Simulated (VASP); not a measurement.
# Li2SnF3 (P3m1) in VASP: notebook

The runs below take Li2SnF3 through single point, relaxation of cell and atoms, with PBE+D3(BJ).

Program: VASP 6.6.1. These are calculated values, not measurements. Logs are shortened: lines on timing, memory, paths and dates and some standing lists are left out, and cuts for length are marked.

## 1. The cell of the first run

It takes space group P3m1 (No. 156, trigonal). The conventional cell has a = 3.046 Å, b = 3.046 Å, c = 8.736 Å, α = 90.00°, β = 90.00°, γ = 120.00°. Within 2.7 Å of Li (site symmetry 3m) lie 6 F at 2.07 Å. Within 2.7 Å of Li (site symmetry 3m) lie 6 F at 2.06 to 2.11 Å. Within 2.9 Å of Sn (site symmetry 3m) lie 4 F at 2.20 to 2.75 Å. F (site symmetry 3m) has 3 Li at 2.06 Å and 3 Sn at 2.75 Å and 3 F at 2.85 Å within 2.9 Å. Within 2.9 Å of F (site symmetry 3m) lie 3 Li at 2.07 Å and 1 Sn at 2.20 Å and 3 F at 2.81 Å. F (site symmetry 3m) has 6 Li at 2.07 to 2.11 Å and 6 F at 2.81 to 2.85 Å within 2.9 Å.

## 2. Single point, PBE+D3(BJ)

The input, INCAR:

```
PREC = Accurate
ENCUT = 520
EDIFF = 1E-6
ISMEAR = 0
SIGMA = 0.1
LREAL = False
LASPH = True
NELM = 60
ALGO = Normal
ISIF = 2
LWAVE = False
LCHARG = False
GGA = PE
IVDW = 12
NBANDS = 30
```

The input, KPOINTS:

```
regular mesh
0
Gamma
  12 12 6
```

The input, POSCAR:

```
Li2SnF3
1.0
    3.0460614869      0.0000000000      0.0000000000
   -1.5230307434      2.6379666291      0.0000000000
    0.0000000000      0.0000000000      8.7355538908
Li Sn F
2 1 3
Direct
    0.0000000000      0.0000000000      0.5196092032
    0.3333333333      0.6666666667      0.7782191525
    0.3333333333      0.6666666667      0.1439526510
    0.0000000000      0.0000000000      0.9018213951
    0.3333333333      0.6666666667      0.3952692047
    0.6666666667      0.3333333333      0.6456456434
```

Potentials or basis: VASP PAW PBE potentials, release 64 (Li_sv, Sn_d, F).

Launch:

```sh
$ cat potpaw_PBE.64/Li_sv/POTCAR potpaw_PBE.64/Sn_d/POTCAR potpaw_PBE.64/F/POTCAR > POTCAR
$ mpirun -np 1 vasp_std > vasp.out
```

OUTCAR:

```text
PREC = Accurate
   ENCUT = 520
   EDIFF = 1E-6
   ISMEAR = 0
   LREAL = False
   LASPH = True
   NELM = 60
   ISIF = 2
   GGA = PE
   IVDW = 12
 IVDW          = 12

 ion  position               nearest neighbor table
   1  0.000  0.000  0.520-   5 2.07   5 2.07   5 2.07   6 2.07   6 2.07   6 2.07
   2  0.333  0.667  0.778-   4 2.06   4 2.06   4 2.06   6 2.11   6 2.11   6 2.11
   3  0.333  0.667  0.144-   5 2.20   4 2.75   4 2.75   4 2.75
   4  0.000  0.000  0.902-   2 2.06   2 2.06   2 2.06   3 2.75   3 2.75   3 2.75
   5  0.333  0.667  0.395-   1 2.07   1 2.07   1 2.07   3 2.20
   6  0.667  0.333  0.646-   1 2.07   1 2.07   1 2.07   2 2.11   2 2.11   2 2.11

  LATTYP: Found a hexagonal cell.
 ALAT       =     3.0460614869
 C/A-ratio  =     2.8678192900

  Lattice vectors:

 A1 = (   3.0460614869,   0.0000000000,   0.0000000000)
 A2 = (  -1.5230307434,   2.6379666291,   0.0000000000)
 A3 = (   0.0000000000,   0.0000000000,   8.7355538908)

Analysis of symmetry for initial positions (statically):
=====================================================================
 Subroutine PRICEL returns:
 Original cell was already a primitive cell.

 Routine SETGRP: Setting up the symmetry group for a
 hexagonal supercell.

 Subroutine GETGRP returns: Found  6 space group operations
 (whereof  6 operations were pure point group operations)
 out of a pool of 24 trial point group operations.

The static configuration has the point symmetry C_3v.

Analysis of symmetry for dynamics (positions and initial velocities):
=====================================================================
 Subroutine PRICEL returns:
 Original cell was already a primitive cell.

 Routine SETGRP: Setting up the symmetry group for a
 hexagonal supercell.

 Subroutine GETGRP returns: Found  6 space group operations
 (whereof  6 operations were pure point group operations)
 out of a pool of 24 trial point group operations.

The dynamic configuration has the point symmetry C_3v.

 Subroutine INISYM returns: Found  6 space group operations
 (whereof  6 operations are pure point group operations),
 and found     1 'primitive' translations

----------------------------------------------------------------------------------------

                                     Primitive cell

  volume of cell :      70.1937

  direct lattice vectors                    reciprocal lattice vectors
     3.046061487  0.000000000  0.000000000     0.328292782  0.189539926  0.000000000
    -1.523030743  2.637966629  0.000000000     0.000000000  0.379079852  0.000000000
     0.000000000  0.000000000  8.735553891     0.000000000  0.000000000  0.114474710

  length of vectors
     3.046061487  3.046061487  8.735553891     0.379079852  0.379079852  0.114474710

  position of ions in fractional coordinates (direct lattice)
     0.000000000  0.000000000  0.519609203
     0.333333333  0.666666667  0.778219153
     0.333333333  0.666666667  0.143952651
     0.000000000  0.000000000  0.901821395
     0.333333333  0.666666667  0.395269205
     0.666666667  0.333333333  0.645645643

  ion indices of the primitive-cell ions
   primitive index   ion index
                 1           1
                 2           2
                 3           3
                 4           4
                 5           5
                 6           6

----------------------------------------------------------------------------------------

 KPOINTS: regular mesh

Automatic generation of k-mesh.
 Grid dimensions read from file:
 generate k-points for:   12   12    6

 Generating k-lattice:

  Cartesian coordinates                     Fractional coordinates (reciprocal lattice)
     0.027357732  0.015794994  0.000000000     0.083333333  0.000000000  0.000000000
     0.000000000  0.031589988  0.000000000     0.000000000  0.083333333  0.000000000
     0.000000000  0.000000000  0.019079118     0.000000000  0.000000000  0.166666667

  Length of vectors
     0.031589988  0.031589988  0.019079118

  Shift w.r.t. Gamma in fractional coordinates (k-lattice)
     0.000000000  0.000000000  0.000000000

 Subroutine IBZKPT returns following result:
 ===========================================

 Found    100 irreducible k-points:

 Following reciprocal coordinates:
            Coordinates               Weight
  0.000000  0.000000  0.000000      1.000000
  0.083333 -0.000000  0.000000      6.000000
  0.166667 -0.000000  0.000000      6.000000
  0.250000  0.000000  0.000000      6.000000
  0.333333 -0.000000  0.000000      6.000000
  0.416667  0.000000  0.000000      6.000000
[... 16 lines left out ...]
  0.166667 -0.000000  0.166667      6.000000
  0.000000  0.166667  0.166667      6.000000
 [... further k-points ...]
   k-points           NKPTS =    100   k-points in BZ     NKDIM =    100   number of bands    NBANDS=     30
   number of dos      NEDOS =    301   number of ions     NIONS =      6
   total plane-waves  NPLWV =  40320
   dimension x,y,z NGX =    24 NGY =   24 NGZ =   70
   dimension x,y,z NGXF=    48 NGYF=   48 NGZF=  140
   ions per type =               2   1   3
   NGX,Y,Z   is equivalent  to a cutoff of  13.10, 13.10, 13.32 a.u.
   NGXF,Y,Z  is equivalent  to a cutoff of  26.20, 26.20, 26.64 a.u.
 SYSTEM =  unknown system
   PREC   = accura    normal or accurate (medium, high low for compatibility)
   ISTART =      0    job   : 0-new  1-cont  2-samecut
   ICHARG =      2    charge: 1-file 2-atom 10-const
   ISPIN  =      1    spin polarized calculation?
   LNONCOLLINEAR =      F non collinear calculations
   LSORBIT =      F    spin-orbit coupling
   LASPH  =      T    aspherical Exc in radial PAW
   ENCUT  =  520.0 eV  38.22 Ry    6.18 a.u.   5.66  5.66 16.24*2*pi/ulx,y,z
   NELM   =     60;   NELMIN=  2; NELMDL= -5     # of ELM steps
   EDIFF  = 0.1E-05   stopping-criterion for ELM
   LREAL  =      F    real-space projection
   EDIFFG = 0.1E-04   stopping-criterion for IOM
   NSW    =      0    number of steps for IOM
   IBRION =     -1    ionic relax: 0-MD 1-quasi-New 2-CG
   NFREE  =      0    steps in history (QN), initial steepest desc. (CG)
   ISIF   =      2    stress and relaxation
   ISYM   =      2    0-nonsym 1-usesym 2-fastsym
   POTIM  = 0.5000    time-step for ionic-motion
   TEBEG  =    0.0;   TEEND  =   0.0 temperature during run
   PSTRESS=    0.0 pullay stress
   NELECT =      41.0000    total number of electrons
   NUPDOWN=      -1.0000    fix difference up-down
   EMIN   =  10.00;   EMAX   =-10.00  energy-range for DOS
   EFERMI =   0.00;   METHOD = LEGACY
   ISMEAR =     0;   SIGMA  =   0.10  broadening in eV -4-tet -1-fermi 0-gaus
   EFERMI_NEDOS =   21; number of points for ismear=-14 and -15
   IALGO  =     38    algorithm
   IMIX   =      4    mixing-type and parameters
     AMIX     =   0.40;   BMIX     =  1.00
     AMIX_MAG =   1.60;   BMIX_MAG =  1.00
  volume/ion in A,a.u.               =      11.70        78.95
  Fermi-wavevector in a.u.,A,eV,Ry     =   1.368474  2.586041 25.479929  1.872722
  Thomas-Fermi vector in A             =   2.494435
   LORBIT       =      0    0 simple, 1 ext, 2 COOP (PROOUT), +10 PAW based schemes
   GGA     = PE    functional components
   LHFCALC =     F    Hartree Fock is set to
   AEXX    =    0.0000 exact exchange contribution
   IVDW    =    12    specifies the selected vdW correction
   LEPSILON=     F    determine dielectric tensor
   LRPA    =     F    only Hartree local field effects (RPA)
 non-spin polarized calculation
 Gauss-broadening in eV      SIGMA  =   0.10
  energy-cutoff  :      520.00
  volume of cell :       70.19
 maximum number of plane-waves:      1916
 NGX is ok and might be reduce to    24
   NGX = 11   NGY = 11   NGZ = 33

 number of electron      40.9999995 magnetization

 Free energy of the ion-electron system (eV)
  ---------------------------------------------------
  ext. energy  EPLUGINS =         0.00000000
  ---------------------------------------------------
  free energy    TOTEN  =       -27.62441595 eV

  energy without entropy =      -27.62294418  energy(sigma->0) =      -27.62368007

 E-fermi :   4.3805     XC(G=0):  -9.9521

 val. band max:        4.3146869788   @ k =   0.2500   0.2500   0.5000
 cond. band min:       4.7342952151   @ k =   0.3333   0.2500   0.0000
 fundamental gap:      0.4196082363
 Fermi energy:         4.3804966233

 k-point     1 :       0.0000    0.0000    0.0000
  band No.  band energies     occupation
      1     -40.2299      2.00000
      2     -40.1297      2.00000
      3     -19.4346      2.00000
      4     -18.6345      2.00000
      5     -18.3390      2.00000
      6     -17.5170      2.00000
[... 22 lines left out ...]
     29      18.6416      0.00000
     30      18.6416      0.00000

 k-point     2 :       0.0833   -0.0000    0.0000
  band No.  band energies     occupation
      1     -40.2286      2.00000
      2     -40.1286      2.00000
      3     -19.4204      2.00000
      4     -18.6194      2.00000
      5     -18.3275      2.00000
      6     -17.5233      2.00000
[... 22 lines left out ...]
     29      18.7222      0.00000
     30      18.8659      0.00000

 k-point     3 :       0.1667   -0.0000    0.0000
  band No.  band energies     occupation
      1     -40.2250      2.00000
      2     -40.1257      2.00000
      3     -19.3818      2.00000
      4     -18.5783      2.00000
      5     -18.2969      2.00000
      6     -17.5463      2.00000
[... 22 lines left out ...]
     29      17.9792      0.00000
     30      18.8716      0.00000

 k-point     4 :       0.2500    0.0000    0.0000
  band No.  band energies     occupation
      1     -40.2201      2.00000
      2     -40.1216      2.00000
      3     -19.3279      2.00000
      4     -18.5205      2.00000
      5     -18.2563      2.00000
      6     -17.5797      2.00000
[... 616 lines left out ...]
     29      18.6659      0.00000
     30      18.7979      0.00000

 k-point    23 :       0.1667   -0.0000    0.1667
  band No.  band energies     occupation
      1     -40.2250      2.00000
      2     -40.1257      2.00000
      3     -19.3814      2.00000
      4     -18.5817      2.00000
      5     -18.2934      2.00000
      6     -17.5462      2.00000
[... 22 lines left out ...]
     29      18.2387      0.00000
     30      18.8842      0.00000

 k-point    24 :       0.0000    0.1667    0.1667
  band No.  band energies     occupation
      1     -40.2250      2.00000
      2     -40.1257      2.00000
      3     -19.3815      2.00000
      4     -18.5810      2.00000
      5     -18.2942      2.00000
      6     -17.5465      2.00000
[... 22 lines left out ...]
     29      18.0547      0.00000
     30      18.8597      0.00000

 [... further k-points ...]

------------------------ aborting loop because EDIFF is reached ----------------------------------------

 Edisp (eV)   -1.07627

 E8    (eV) :    -0.4268

  FORCE on cell =-STRESS in cart. coord.  units (eV):
  Direction    XX          YY          ZZ          XY          YZ          ZX
  --------------------------------------------------------------------------------------
  -------------------------------------------------------------------------------------
  Total      -0.15248    -0.15248    -0.06271    -0.00000     0.00000     0.00000
  in kB      -3.48040    -3.48040    -1.43137    -0.00000     0.00000     0.00000
  external pressure =       -2.80 kB  Pullay stress =        0.00 kB

 VOLUME and BASIS-vectors are now :
 -----------------------------------------------------------------------------
  energy-cutoff  :      520.00
  volume of cell :       70.19
      direct lattice vectors                 reciprocal lattice vectors
     3.046061487  0.000000000  0.000000000     0.328292782  0.189539926  0.000000000
    -1.523030743  2.637966629  0.000000000     0.000000000  0.379079852  0.000000000
     0.000000000  0.000000000  8.735553891     0.000000000  0.000000000  0.114474710

 POSITION                                       TOTAL-FORCE (eV/Angst)
 -----------------------------------------------------------------------------------
      0.00000      0.00000      4.53907        -0.000000      0.000000     -0.001367
     -0.00000      1.75864      6.79818         0.000000     -0.000000     -0.004274
     -0.00000      1.75864      1.25751        -0.000000      0.000000     -0.038127
      0.00000      0.00000      7.87791        -0.000000      0.000000     -0.002306
     -0.00000      1.75864      3.45290         0.000000     -0.000000      0.040814
      1.52303      0.87932      5.64007         0.000000      0.000000      0.005261
 -----------------------------------------------------------------------------------
    total drift:                               -0.000000     -0.000001     -0.001488

  FREE ENERGIE OF THE ION-ELECTRON SYSTEM (eV)
  ---------------------------------------------------
  free  energy   TOTEN  =       -28.7006850921 eV

  energy  without entropy=      -28.6992133267  energy(sigma->0) =      -28.69994921
```

It took 5.4 min on 1 thread of AMD EPYC 7R43 (Zen 3), shared host; peak memory 0.29 GiB.

What came out:

* Free energy: -28.7007 eV
* Largest force: 0.041 eV/Å
* Band gap on the k mesh: zero (an odd number of electrons rules out a gap without spin polarisation)
* Dispersion energy per atom: -0.179 eV

Forces on the atoms (eV/Å):
```
Li   0.000  0.000 -0.001
Li   0.000  0.000 -0.004
Sn   0.000  0.000 -0.038
F    0.000  0.000 -0.002
F    0.000  0.000  0.041
F    0.000  0.000  0.005
```

Caveat: the cutoff is under 1.25 times the usual one of these potentials, so pressure, stress and relaxed cells hold a basis-set (Pulay) error; spin-orbit coupling is left out, which moves the levels of the heavy elements; an odd number of electrons without spin polarisation forces a metal; a magnetic or distorted state may lie lower.

## 3. Single point, PBE+D3(BJ)

The input, INCAR:

```
SYSTEM = Li2SnF3
ALGO = Normal
EDIFF = 1E-7
ENCUT = 520
GGA = PE
ISIF = 2
ISMEAR = 0
IVDW = 12
LASPH = .True.
LCHARG = .False.
LREAL = .False.
LWAVE = .False.
NBANDS = 30
NELM = 80
PREC = Accurate
SIGMA = 0.1
```

The input, KPOINTS:

```
k-points
0
Gamma
  12 12 6
  0 0 0
```

POSCAR is that of step 2.

Potentials or basis: VASP PAW PBE potentials, release 64 (Li_sv, Sn_d, F).

Launch:

```sh
$ cat potpaw_PBE.64/Li_sv/POTCAR potpaw_PBE.64/Sn_d/POTCAR potpaw_PBE.64/F/POTCAR > POTCAR
$ mpirun -np 1 vasp_std > vasp.out
```

OUTCAR:

```text
SYSTEM = Li2SnF3
   EDIFF = 1E-7
   ENCUT = 520
   GGA = PE
   ISIF = 2
   ISMEAR = 0
   IVDW = 12
   LASPH = .True.
   LREAL = .False.
   NELM = 80
   PREC = Accurate
 IVDW          = 12

 ion  position               nearest neighbor table
   1  0.000  0.000  0.520-   5 2.07   5 2.07   5 2.07   6 2.07   6 2.07   6 2.07
   2  0.333  0.667  0.778-   4 2.06   4 2.06   4 2.06   6 2.11   6 2.11   6 2.11
   3  0.333  0.667  0.144-   5 2.20   4 2.75   4 2.75   4 2.75
   4  0.000  0.000  0.902-   2 2.06   2 2.06   2 2.06   3 2.75   3 2.75   3 2.75
   5  0.333  0.667  0.395-   1 2.07   1 2.07   1 2.07   3 2.20
   6  0.667  0.333  0.646-   1 2.07   1 2.07   1 2.07   2 2.11   2 2.11   2 2.11
[... 1004 lines left out ...]
  -------------------------------------------------------------------------------------
  Total      -0.14503    -0.14503    -0.05720    -0.00000     0.00000     0.00000
  in kB      -3.31028    -3.31028    -1.30559    -0.00000     0.00000     0.00000
  external pressure =       -2.64 kB  Pullay stress =        0.00 kB

 VOLUME and BASIS-vectors are now :
 -----------------------------------------------------------------------------
  energy-cutoff  :      520.00
  volume of cell :       70.19
      direct lattice vectors                 reciprocal lattice vectors
     3.046061487  0.000000000  0.000000000     0.328292782  0.189539926  0.000000000
    -1.523030743  2.637966629  0.000000000     0.000000000  0.379079852  0.000000000
     0.000000000  0.000000000  8.735553891     0.000000000  0.000000000  0.114474710

 POSITION                                       TOTAL-FORCE (eV/Angst)
 -----------------------------------------------------------------------------------
      0.00000      0.00000      4.53907        -0.000000      0.000000     -0.001802
     -0.00000      1.75864      6.79818        -0.000000      0.000000     -0.003946
     -0.00000      1.75864      1.25751        -0.000000      0.000000     -0.037696
      0.00000      0.00000      7.87791        -0.000000      0.000000     -0.003467
     -0.00000      1.75864      3.45290         0.000000     -0.000000      0.041584
      1.52303      0.87932      5.64007         0.000000     -0.000000      0.005327
 -----------------------------------------------------------------------------------
    total drift:                               -0.000000     -0.000001     -0.001217

  FREE ENERGIE OF THE ION-ELECTRON SYSTEM (eV)
  ---------------------------------------------------
  free  energy   TOTEN  =       -28.7006865874 eV

  energy  without entropy=      -28.6992148214  energy(sigma->0) =      -28.69995070
```

OSZICAR:

```text
N       E                     dE             d eps       ncg     rms          rms(c)
DAV:   1     0.442631029864E+03    0.44263E+03   -0.20432E+04  6432   0.183E+03
DAV:   2     0.271822718095E+02   -0.41545E+03   -0.39437E+03  6406   0.539E+02
DAV:   3    -0.249553493787E+02   -0.52138E+02   -0.51655E+02  6978   0.156E+02
DAV:   4    -0.303109598044E+02   -0.53556E+01   -0.53227E+01 11208   0.356E+01
DAV:   5    -0.304601505768E+02   -0.14919E+00   -0.14912E+00  7350   0.612E+00    0.889E+00
DAV:   6    -0.279021380524E+02    0.25580E+01   -0.68741E+00  8198   0.193E+01    0.312E+00
DAV:   7    -0.277781541920E+02    0.12398E+00   -0.70727E-01  8234   0.485E+00    0.195E+00
DAV:   8    -0.276372129174E+02    0.14094E+00   -0.30761E-01  9300   0.574E+00    0.517E-01
DAV:   9    -0.276272447793E+02    0.99681E-02   -0.90564E-02  8792   0.246E+00    0.320E-01
DAV:  10    -0.276258734519E+02    0.13713E-02   -0.15506E-02  7422   0.942E-01    0.207E-01
DAV:  11    -0.276244410020E+02    0.14324E-02   -0.30064E-03  8186   0.707E-01    0.851E-02
DAV:  12    -0.276243875559E+02    0.53446E-04   -0.15120E-03  8306   0.351E-01    0.466E-02
DAV:  13    -0.276244200391E+02   -0.32483E-04   -0.32056E-04  8792   0.134E-01    0.245E-02
DAV:  14    -0.276244152851E+02    0.47541E-05   -0.25269E-05  8636   0.448E-02    0.126E-02
DAV:  15    -0.276244159955E+02   -0.71038E-06   -0.77981E-06  8272   0.228E-02    0.349E-03
DAV:  16    -0.276244169647E+02   -0.96927E-06   -0.15218E-06  9112   0.127E-02    0.183E-03
DAV:  17    -0.276244173836E+02   -0.41882E-06   -0.29922E-07  6648   0.417E-03    0.127E-03
DAV:  18    -0.276244174449E+02   -0.61321E-07   -0.44044E-08  4620   0.239E-03
   1 F= -.28700687E+02 E0= -.28699951E+02  d E =-.147177E-02
```

Run time: 6.6 min. Hardware: 1 thread of AMD EPYC 7R43 (Zen 3), shared host; peak memory 0.29 GiB.

What came out:

```yaml
Free_energy: -28.7007 eV
Largest_force: 0.042 eV/Å
Band_gap_on_the_k_mesh: zero (an odd number of electrons rules out a gap without spin polarisation)
Dispersion_energy_per_atom: -0.179 eV
```

Forces in eV/Å, atoms in the order of the input:
```
Li   0.000  0.000 -0.002
Li   0.000  0.000 -0.004
Sn   0.000  0.000 -0.038
F    0.000  0.000 -0.003
F    0.000  0.000  0.042
F    0.000  0.000  0.005
```

Caveat: the cutoff is under 1.25 times the usual one of these potentials, so pressure, stress and relaxed cells hold a basis-set (Pulay) error; spin-orbit coupling is left out, which moves the levels of the heavy elements; an odd number of electrons without spin polarisation forces a metal; a magnetic or distorted state may lie lower.

(Part 1 of 2 ends here.)

The gap in the log of VASP goes by the Fermi energy; the results here count the filled bands.